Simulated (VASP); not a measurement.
A run of VASP 6.6.1:

INCAR

```
SYSTEM = Nb
PREC = Accurate ; ENCUT = 520
EDIFF = 1E-6 ; ISMEAR = -1
SIGMA = 0.1 ; LREAL = .FALSE.
LASPH = .TRUE. ; NELM = 100
ALGO = Normal ; ISIF = 2
LWAVE = .FALSE. ; LCHARG = .FALSE.
GGA = PS ; NBANDS = 20
```

KPOINTS

```
Automatic mesh
0
G
  14 14 7
  0 0 0
```

File POSCAR:

```
Nb
1.0
    2.7175659244      0.0000000000      0.0000000000
   -1.3587829622      2.3534811270      0.0000000000
    0.0000000000      0.0000000000      4.9693214975
Nb
2
Direct
    0.3333333333      0.6666666667      0.2500000000
    0.6666666667      0.3333333333      0.7500000000
```

Potentials or basis: VASP PAW PBE potentials, release 64 (Nb_sv).

Command:

```sh
$ cat potpaw_PBE.64/Nb_sv/POTCAR > POTCAR
$ mpirun -np 1 vasp_std > vasp.out
```

Hardware: 1 thread of Intel Xeon 6975P-C, with other jobs on the host.

Question: Estimate the wall time of this run.

Answer: Wall time 32 s on 1 thread of Intel Xeon 6975P-C (shared host), peak memory 0.17 GiB. Counts: scf iterations 12, k points 96.
